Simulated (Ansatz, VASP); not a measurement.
# Te2Mo in VASP and in Ansatz

```
CELL_PARAMETERS angstrom
3.55707 0.00000 0.00000
-1.77853 3.08051 0.00000
0.00000 0.00000 15.20472
ATOMIC_POSITIONS crystal
Te 0.33333 0.66667 0.63109
Te 0.66667 0.33333 0.13109
Te 0.33333 0.66667 0.86891
Te 0.66667 0.33333 0.36891
Mo 0.33333 0.66667 0.25000
Mo 0.66667 0.33333 0.75000
```

Alike in both runs: task single point; functional PBE; k mesh 12 × 12 × 2; occupations gaussian, width 0.05 eV; no spin polarisation.

|  | VASP | Ansatz |
| --- | --- | --- |
| version | VASP 6.6.1 | Ansatz 0.2.0 |
| potentials or method | VASP PAW PBE potentials, release 64 (Te, Mo_sv), cutoff 520 eV | scalar-relativistic, plane waves, PAW |
| valence electrons in the cell | 52 | 92 |

VASP gave:

```
gap on the k mesh at the Fermi level (eV)                     : 1.01
least direct gap on the mesh (eV)                             : 1.03
pressure (GPa)                                                : 0.0
traceless stress, the component that is largest in VASP (GPa) : 0.08
rms of the force components (eV/Å)                            : 0.005
```

Q: Estimate Ansatz's values.

A: gap on the k mesh at the Fermi level (eV): 1.00; least direct gap on the mesh (eV): 1.03; pressure (GPa): 0.0; traceless stress, the component that is largest in VASP (GPa): 0.03; rms of the force components (eV/Å): 0.001.

Atom by atom the forces differ by 0.006 eV/Å (rms over components). VASP's potentials hold 52 valence electrons a cell and Ansatz's 92, so a difference there can come from the potentials and not from the codes.

Spin-orbit coupling is off throughout.
